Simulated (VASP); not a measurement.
A run of VASP 6.6.1:

INCAR

```
SYSTEM = BaTe
PREC = Accurate ; ENCUT = 520
EDIFF = 1E-7 ; ISMEAR = -1
SIGMA = 0.1 ; LREAL = .False.
LASPH = .True. ; NELM = 60
ALGO = Normal ; ISIF = 2
LWAVE = .False. ; LCHARG = .False.
GGA = RP ; ISYM = 0
NBANDS = 15
```

Contents of KPOINTS:

```
Automatic mesh
0
Gamma
  5 5 5
  0 0 0
```

POSCAR

```
BaTe
1.0
    0.0000000000      3.5293130000      3.5293130000
    3.5293130000      0.0000000000      3.5293130000
    3.5293130000      3.5293130000      0.0000000000
Ba Te
1 1
Direct
    0.0000000000      0.0000000000      0.0000000000
    0.5000000000      0.5000000000      0.5000000000
```

Potentials or basis: VASP PAW PBE potentials, release 64 (Ba_sv, Te).

Run with:

```bash
$ cat potpaw_PBE.64/Ba_sv/POTCAR potpaw_PBE.64/Te/POTCAR > POTCAR
$ mpirun -np 1 vasp_std > vasp.out
```

Hardware: 1 thread of Intel Xeon 8259CL, with other jobs on the host.

Question: Estimate the wall time of this run.

Answer: It took 2.2 min on 1 thread of Intel Xeon 8259CL, on a shared host, peak memory 0.29 GiB. Counts: scf iterations 14, k points 63.
